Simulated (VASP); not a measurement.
# PbF2 in VASP: further runs

The runs below take PbF2 through single point, with PBEsol, r2SCAN.

All numbers are computed with VASP 6.6.1; they aren't measurements. Logs are shortened: lines on timing, memory, paths and dates and some standing lists are left out, and cuts for length are marked.

## Step 1: The cell of the first run

The typed cell holds 3 atoms: a = 4.191 Å, b = 4.191 Å, c = 4.191 Å, α = 60.00°, β = 60.00°, γ = 60.00°.

## Step 2: Single point, PBEsol

Input file INCAR:

```
PREC     = Accurate       # precision mode
ENCUT    = 600            # plane-wave cutoff, eV
EDIFF    = 1E-6           # SCF threshold, eV
ISMEAR   = 0              # smearing method
SIGMA    = 0.05           # smearing width, eV
LREAL    = False          # projectors in reciprocal space
LASPH    = True           # aspherical terms in the spheres
NELM     = 120            # most SCF steps
ALGO     = Normal         # electronic algorithm
ISIF     = 2              # what is computed and relaxed
LWAVE    = False          # write WAVECAR
LCHARG   = True           # write CHGCAR
GGA      = PS             # functional
LELF     = True           # ELF
LVHAR    = True         
NBANDS   = 21             # bands
GGA_COMPAT= False
```

Input file KPOINTS:

```
regular mesh
0
Gamma
  11 11 11
```

Input file POSCAR:

```
PbF2
1.0
    0.0000000000      2.9636600000      2.9636600000
    2.9636600000      0.0000000000      2.9636600000
    2.9636600000      2.9636600000      0.0000000000
Pb F
1 2
Direct
   -0.0176050000     -0.0002580000      0.0020670000
    0.7516350000      0.7437150000      0.7602180000
    0.2651850000      0.2496610000      0.2421990000
```

Potentials or basis: VASP PAW PBE potentials, release 64 (Pb_d, F).

On the command line:

```sh
cat potpaw_PBE.64/Pb_d/POTCAR potpaw_PBE.64/F/POTCAR > POTCAR
mpirun -np 1 vasp_std > vasp.out
```

OUTCAR:

```text
PREC = Accurate
   ENCUT = 600
   EDIFF = 1E-6
   ISMEAR = 0
   LREAL = False
   LASPH = True
   NELM = 120
   ISIF = 2
   GGA = PS

 ion  position               nearest neighbor table
   1  0.982  1.000  0.002-   3 2.45   2 2.49   2 2.55   3 2.57   2 2.60   3 2.60   2 2.63   3 2.65

   2  0.752  0.744  0.760-   1 2.49   1 2.55   1 2.60   1 2.63
   3  0.265  0.250  0.242-   1 2.45   1 2.57   1 2.60   1 2.65

  LATTYP: Found a face centered cubic cell.
 ALAT       =     5.9273200000

  Lattice vectors:

 A1 = (   0.0000000000,   2.9636600000,   2.9636600000)
 A2 = (   2.9636600000,   0.0000000000,   2.9636600000)
 A3 = (   2.9636600000,   2.9636600000,   0.0000000000)

Analysis of symmetry for initial positions (statically):
=====================================================================
 Subroutine PRICEL returns:
 Original cell was already a primitive cell.

 Routine SETGRP: Setting up the symmetry group for a
 face centered cubic supercell.

 Subroutine GETGRP returns: Found  1 space group operations
 (whereof  1 operations were pure point group operations)
 out of a pool of 48 trial point group operations.

The static configuration has the point symmetry C_1 .

Analysis of symmetry for dynamics (positions and initial velocities):
=====================================================================
 Subroutine PRICEL returns:
 Original cell was already a primitive cell.

 Routine SETGRP: Setting up the symmetry group for a
 face centered cubic supercell.

 Subroutine GETGRP returns: Found  1 space group operations
 (whereof  1 operations were pure point group operations)
 out of a pool of 48 trial point group operations.

The dynamic configuration has the point symmetry C_1 .

 Subroutine INISYM returns: Found  1 space group operations
 (whereof  1 operations are pure point group operations),
 and found     1 'primitive' translations

----------------------------------------------------------------------------------------

                                     Primitive cell

  volume of cell :      52.0613

  direct lattice vectors                    reciprocal lattice vectors
     0.000000000  2.963660000  2.963660000    -0.168710311  0.168710311  0.168710311
     2.963660000  0.000000000  2.963660000     0.168710311 -0.168710311  0.168710311
     2.963660000  2.963660000  0.000000000     0.168710311  0.168710311 -0.168710311

  length of vectors
     4.191248166  4.191248166  4.191248166     0.292214830  0.292214830  0.292214830

  position of ions in fractional coordinates (direct lattice)
     0.982395000  0.999742000  0.002067000
     0.751635000  0.743715000  0.760218000
     0.265185000  0.249661000  0.242199000

  ion indices of the primitive-cell ions
   primitive index   ion index
                 1           1
                 2           2
                 3           3

----------------------------------------------------------------------------------------

 KPOINTS: regular mesh

Automatic generation of k-mesh.
 Grid dimensions read from file:
 generate k-points for:   11   11   11

 Generating k-lattice:

  Cartesian coordinates                     Fractional coordinates (reciprocal lattice)
    -0.015337301  0.015337301  0.015337301     0.090909091  0.000000000  0.000000000
     0.015337301 -0.015337301  0.015337301     0.000000000  0.090909091  0.000000000
     0.015337301  0.015337301 -0.015337301     0.000000000  0.000000000  0.090909091

  Length of vectors
     0.026564985  0.026564985  0.026564985

  Shift w.r.t. Gamma in fractional coordinates (k-lattice)
     0.000000000  0.000000000  0.000000000

 Subroutine IBZKPT returns following result:
 ===========================================

 Found    666 irreducible k-points:

 Following reciprocal coordinates:
            Coordinates               Weight
  0.000000  0.000000  0.000000      1.000000
  0.090909  0.000000  0.000000      2.000000
  0.000000  0.090909  0.000000      2.000000
  0.000000  0.000000  0.090909      2.000000
  0.090909  0.090909  0.090909      2.000000
  0.181818  0.000000  0.000000      2.000000
[... 16 lines left out ...]
  0.000000  0.090909  0.090909      2.000000
  0.090909  0.000000  0.090909      2.000000
 [... further k-points ...]
   k-points           NKPTS =    666   k-points in BZ     NKDIM =    666   number of bands    NBANDS=     21
   number of dos      NEDOS =    301   number of ions     NIONS =      3
   total plane-waves  NPLWV =  46656
   dimension x,y,z NGX =    36 NGY =   36 NGZ =   36
   dimension x,y,z NGXF=    72 NGYF=   72 NGZF=   72
   ions per type =               1   2
   NGX,Y,Z   is equivalent  to a cutoff of  14.28, 14.28, 14.28 a.u.
   NGXF,Y,Z  is equivalent  to a cutoff of  28.56, 28.56, 28.56 a.u.
 SYSTEM =  unknown system
   PREC   = accura    normal or accurate (medium, high low for compatibility)
   ISTART =      0    job   : 0-new  1-cont  2-samecut
   ICHARG =      2    charge: 1-file 2-atom 10-const
   ISPIN  =      1    spin polarized calculation?
   LNONCOLLINEAR =      F non collinear calculations
   LSORBIT =      F    spin-orbit coupling
   LASPH  =      T    aspherical Exc in radial PAW
   ENCUT  =  600.0 eV  44.10 Ry    6.64 a.u.   8.37  8.37  8.37*2*pi/ulx,y,z
   NELM   =    120;   NELMIN=  2; NELMDL= -5     # of ELM steps
   EDIFF  = 0.1E-05   stopping-criterion for ELM
   LREAL  =      F    real-space projection
   EDIFFG = 0.1E-04   stopping-criterion for IOM
   NSW    =      0    number of steps for IOM
   IBRION =     -1    ionic relax: 0-MD 1-quasi-New 2-CG
   NFREE  =      0    steps in history (QN), initial steepest desc. (CG)
   ISIF   =      2    stress and relaxation
   ISYM   =      2    0-nonsym 1-usesym 2-fastsym
   POTIM  = 0.5000    time-step for ionic-motion
   TEBEG  =    0.0;   TEEND  =   0.0 temperature during run
   PSTRESS=    0.0 pullay stress
   NELECT =      28.0000    total number of electrons
   NUPDOWN=      -1.0000    fix difference up-down
   EMIN   =  10.00;   EMAX   =-10.00  energy-range for DOS
   EFERMI =   0.00;   METHOD = LEGACY
   ISMEAR =     0;   SIGMA  =   0.05  broadening in eV -4-tet -1-fermi 0-gaus
   EFERMI_NEDOS =   21; number of points for ismear=-14 and -15
   IALGO  =     38    algorithm
   IMIX   =      4    mixing-type and parameters
     AMIX     =   0.40;   BMIX     =  1.00
     AMIX_MAG =   1.60;   BMIX_MAG =  1.00
  volume/ion in A,a.u.               =      17.35       117.11
  Fermi-wavevector in a.u.,A,eV,Ry     =   1.331340  2.515869 24.115883  1.772467
  Thomas-Fermi vector in A             =   2.460359
   LORBIT       =      0    0 simple, 1 ext, 2 COOP (PROOUT), +10 PAW based schemes
   GGA     = PS    functional components
   LHFCALC =     F    Hartree Fock is set to
   AEXX    =    0.0000 exact exchange contribution
   IVDW    =     0    specifies the selected vdW correction
   LEPSILON=     F    determine dielectric tensor
   LRPA    =     F    only Hartree local field effects (RPA)
 non-spin polarized calculation
 Gauss-broadening in eV      SIGMA  =   0.05
  energy-cutoff  :      600.00
  volume of cell :       52.06
 maximum number of plane-waves:      1807
 NGX is ok and might be reduce to    36
   NGX = 17   NGY = 17   NGZ = 17

 number of electron      28.0000001 magnetization

 Free energy of the ion-electron system (eV)
  ---------------------------------------------------
  ext. energy  EPLUGINS =         0.00000000
  ---------------------------------------------------
  free energy    TOTEN  =       -14.92564116 eV

  energy without entropy =      -14.92564116  energy(sigma->0) =      -14.92564116

 E-fermi :   1.9953     XC(G=0):  -9.6568

 val. band max:        1.7702329182   @ k =  -0.4545   0.0909   0.0000
 cond. band min:       6.0543992227   @ k =   0.4545   0.0000   0.4545
 fundamental gap:      4.2841663045
 Fermi energy:         1.9953166976

 k-point     1 :       0.0000    0.0000    0.0000
  band No.  band energies     occupation
      1     -19.2580      2.00000
      2     -18.6192      2.00000
      3     -12.6256      2.00000
      4     -12.6224      2.00000
      5     -12.6113      2.00000
      6     -12.5578      2.00000
[... 13 lines left out ...]
     20      16.6994      0.00000
     21      18.9342      0.00000

 k-point     2 :       0.0909    0.0000    0.0000
  band No.  band energies     occupation
      1     -19.2410      2.00000
      2     -18.6345      2.00000
      3     -12.6225      2.00000
      4     -12.6194      2.00000
      5     -12.5927      2.00000
      6     -12.5574      2.00000
[... 13 lines left out ...]
     20      16.4669      0.00000
     21      18.6746      0.00000

 k-point     3 :       0.0000    0.0909    0.0000
  band No.  band energies     occupation
      1     -19.2412      2.00000
      2     -18.6343      2.00000
      3     -12.6221      2.00000
      4     -12.6198      2.00000
      5     -12.5927      2.00000
      6     -12.5573      2.00000
[... 13 lines left out ...]
     20      16.4783      0.00000
     21      18.7285      0.00000

 k-point     4 :       0.0000    0.0000    0.0909
  band No.  band energies     occupation
      1     -19.2420      2.00000
      2     -18.6336      2.00000
      3     -12.6207      2.00000
      4     -12.6181      2.00000
      5     -12.5954      2.00000
      6     -12.5581      2.00000
[... 13 lines left out ...]
     20      16.4578      0.00000
     21      18.8066      0.00000

 k-point     5 :       0.0909    0.0909    0.0909
  band No.  band energies     occupation
      1     -19.2414      2.00000
      2     -18.6342      2.00000
      3     -12.6217      2.00000
      4     -12.6184      2.00000
      5     -12.5947      2.00000
      6     -12.5579      2.00000
[... 13 lines left out ...]
     20      16.4644      0.00000
     21      18.7315      0.00000
[... 382 lines left out ...]
     20      15.5135      0.00000
     21      15.9501      0.00000

 k-point    22 :       0.0909    0.0909    0.0000
  band No.  band energies     occupation
      1     -19.2360      2.00000
      2     -18.6390      2.00000
      3     -12.6196      2.00000
      4     -12.6160      2.00000
      5     -12.5907      2.00000
      6     -12.5589      2.00000
[... 13 lines left out ...]
     20      16.7728      0.00000
     21      18.6996      0.00000

 k-point    23 :       0.0000    0.0909    0.0909
  band No.  band energies     occupation
      1     -19.2360      2.00000
      2     -18.6389      2.00000
      3     -12.6200      2.00000
      4     -12.6164      2.00000
      5     -12.5897      2.00000
      6     -12.5574      2.00000
[... 13 lines left out ...]
     20      16.7562      0.00000
     21      18.6681      0.00000

 k-point    24 :       0.0909    0.0000    0.0909
  band No.  band energies     occupation
      1     -19.2361      2.00000
      2     -18.6389      2.00000
      3     -12.6191      2.00000
      4     -12.6166      2.00000
      5     -12.5900      2.00000
      6     -12.5599      2.00000
[... 13 lines left out ...]
     20      16.7700      0.00000
     21      18.6903      0.00000

 [... further k-points ...]

------------------------ aborting loop because EDIFF is reached ----------------------------------------

  FORCE on cell =-STRESS in cart. coord.  units (eV):
  Direction    XX          YY          ZZ          XY          YZ          ZX
  --------------------------------------------------------------------------------------
  -------------------------------------------------------------------------------------
  Total       -0.3370467     -0.3232523     -0.3185143     -0.1513749      0.1333512      0.0144937
  in kB      -10.3725512     -9.9480290     -9.8022177     -4.6585341      4.1038571      0.4460418
  external PRESSURE =     -10.0409327 kB  Pullay stress =       0.0000000 kB

 VOLUME and BASIS-vectors are now :
 -----------------------------------------------------------------------------
  energy-cutoff  :      600.00
  volume of cell :       52.06
      direct lattice vectors                 reciprocal lattice vectors
     0.000000000  2.963660000  2.963660000    -0.168710311  0.168710311  0.168710311
     2.963660000  0.000000000  2.963660000     0.168710311 -0.168710311  0.168710311
     2.963660000  2.963660000  0.000000000     0.168710311  0.168710311 -0.168710311

 POSITION                                       TOTAL-FORCE (eV/Angst)
 -----------------------------------------------------------------------------------
      2.96902      2.91761      5.87438        -0.028281      0.109806      0.099844
      4.45715      4.48062      4.43171        -0.075624     -0.072603      0.071886
      1.45771      1.50371      1.52583         0.103905     -0.037203     -0.171730
 -----------------------------------------------------------------------------------
    total drift:                               -0.000044     -0.000100     -0.000038

  FREE ENERGIE OF THE ION-ELECTRON SYSTEM (eV)
  ---------------------------------------------------
  free  energy   TOTEN  =       -14.9256411634 eV

  energy  without entropy=      -14.9256411634  energy(sigma->0) =      -14.92564116
```

Wall time 5.1 min (1 thread of Intel Xeon 6975P-C (Granite Rapids), shared host); peak memory 0.84 GiB.

Results:

| Quantity | Value |
| --- | --- |
| Free energy | -14.9256 eV |
| Pressure | -1.0 GPa |
| Largest force | 0.204 eV/Å |
| Band gap on the k mesh | 4.28 eV (least direct gap 4.50 eV) |

Forces on the atoms (eV/Å):
```
Pb  -0.028  0.110  0.100
F   -0.076 -0.073  0.072
F    0.104 -0.037 -0.172
```

Caveat: the PAW data sets were made with another functional, which shifts forces and pressure a little; spin-orbit coupling is left out, which moves the levels of the heavy elements. A k mesh can miss the band edges.

## Step 3: Single point, r2SCAN

This run uses another cell than the first one, of 13.79 Å³/atom.

Input file POSCAR:

```
PbF2
1.0
    0.0000000000      2.7448134569      2.7448134569
    2.7448134569      0.0000000000      2.7448134569
    2.7448134569      2.7448134569      0.0000000000
Pb F
1 2
Direct
    0.0000000000      0.0000000000      0.0000000000
    0.7500000000      0.7500000000      0.7500000000
    0.2500000000      0.2500000000      0.2500000000
```

Input file INCAR.step1:

```
ALGO = Normal
EDIFF = 1E-5
ENCUT = 660
GGA = PE
GGA_COMPAT = False
ISMEAR = -1
LASPH = True
LCHARG = False
LREAL = False
LWAVE = True
NBANDS = 21
NELM = 120
PREC = Accurate
SIGMA = 0.05
```

Input file INCAR.step2:

```
ALGO = Normal
EDIFF = 1E-6
ENCUT = 660
GGA_COMPAT = False
ISIF = 2
ISMEAR = -1
ISTART = 1
LASPH = True
LCHARG = False
LMIXTAU = True
LREAL = False
LWAVE = False
METAGGA = R2SCAN
NBANDS = 21
NELM = 120
PREC = Accurate
SIGMA = 0.05
```

Input file KPOINTS:

```
k-points
0
Gamma
  8 8 8
```

Potentials or basis: VASP PAW PBE potentials, release 64 (Pb_d, F).

On the command line:

```sh
cat potpaw_PBE.64/Pb_d/POTCAR potpaw_PBE.64/F/POTCAR > POTCAR
cp INCAR.step1 INCAR
mpirun -np 1 vasp_std > vasp.out
cp INCAR.step2 INCAR
mpirun -np 1 vasp_std > vasp.out
```

Run time: 63 s. Hardware: 1 thread of Intel Xeon 6975P-C (Granite Rapids), shared host; peak memory 0.23 GiB.

It converged, with:

* Free energy: -69.3511 eV
* Pressure: 30.1 GPa
* Band gap on the k mesh: 4.61 eV (least direct gap 4.91 eV)

Levels at points of the mesh, in eV from the valence-band top:
```
           k point  band 10  band 11  band 12  band 13  band 14  band 15  band 16  band 17  band 18  band 19
(0.00, 0.00, 0.00)    -4.51    -4.51    -4.03    -4.03    -4.03     7.21     7.21     7.21    10.97    16.22
(0.50, 0.00, 0.00)    -4.98    -4.98    -4.13    -4.13    -0.22     4.99     8.82     8.82    13.75    14.55
(0.50, 0.50, 0.00)    -6.17    -3.48    -3.38    -3.38    -0.18     4.72     8.23     9.17     9.17    15.90
```

Caveat: the cell stands under pressure; the PAW data sets were made with another functional, which shifts forces and pressure a little; spin-orbit coupling is left out, which moves the levels of the heavy elements.

## Step 4: Single point, r2SCAN

This run uses another cell than the first one, of 14.56 Å³/atom.

Input file POSCAR:

```
PbF2
1.0
    0.0000000000      2.7954234199      2.7954234199
    2.7954234199      0.0000000000      2.7954234199
    2.7954234199      2.7954234199      0.0000000000
Pb F
1 2
Direct
    0.0000000000      0.0000000000      0.0000000000
    0.7500000000      0.7500000000      0.7500000000
    0.2500000000      0.2500000000      0.2500000000
```

Input file INCAR.step1:

```
SYSTEM = PbF2
PREC = Accurate ; ENCUT = 660
ISMEAR = -1 ; SIGMA = 0.05
LREAL = .False. ; LASPH = .True.
NELM = 120 ; NBANDS = 21
GGA = PE ; ALGO = Normal
EDIFF = 1E-5 ; LWAVE = .True.
LCHARG = .False. ; GGA_COMPAT = .False.
```

Input file INCAR.step2:

```
SYSTEM = PbF2
PREC = Accurate ; ENCUT = 660
EDIFF = 1E-6 ; ISMEAR = -1
SIGMA = 0.05 ; LREAL = .False.
LASPH = .True. ; NELM = 120
ALGO = Normal ; ISIF = 2
LWAVE = .False. ; LCHARG = .True.
METAGGA = R2SCAN ; LMIXTAU = .True.
LELF = .True. ; LVHAR = .True.
NBANDS = 21 ; ISTART = 1
GGA_COMPAT = .False.
```

Input file KPOINTS:

```
Automatic mesh
0
Gamma
  8 8 8
  0 0 0
```

On the command line:

```sh
cat potpaw_PBE.64/Pb_d/POTCAR potpaw_PBE.64/F/POTCAR > POTCAR
cp INCAR.step1 INCAR
mpirun -np 1 vasp_std > vasp.out
cp INCAR.step2 INCAR
mpirun -np 1 vasp_std > vasp.out
```

It took 64 s on 1 thread of Intel Xeon 6975P-C (Granite Rapids), shared host; peak memory 0.22 GiB.

It converged, with:

| Property | Result |
| --- | --- |
| Free energy | -69.7191 eV |
| Pressure | 20.0 GPa |
| Band gap on the k mesh | 4.74 eV (least direct gap 4.97 eV) |

Levels at points of the mesh, in eV from the valence-band top:
```csv
k point,band 10,band 11,band 12,band 13,band 14,band 15,band 16,band 17,band 18,band 19
"(0.00, 0.00, 0.00)",-4.03,-4.03,-3.52,-3.52,-3.52,7.28,7.28,7.28,10.93,16.18
"(0.50, 0.00, 0.00)",-4.41,-4.41,-3.66,-3.66,-0.18,5.12,8.70,8.70,13.69,14.53
"(0.50, 0.50, 0.00)",-5.51,-3.01,-2.94,-2.94,-0.17,4.79,8.47,9.01,9.01,15.71
```

Caveat: the cell stands under pressure; the PAW data sets were made with another functional, which shifts forces and pressure a little; spin-orbit coupling is left out, which moves the levels of the heavy elements.

[end of part 1 of 2]
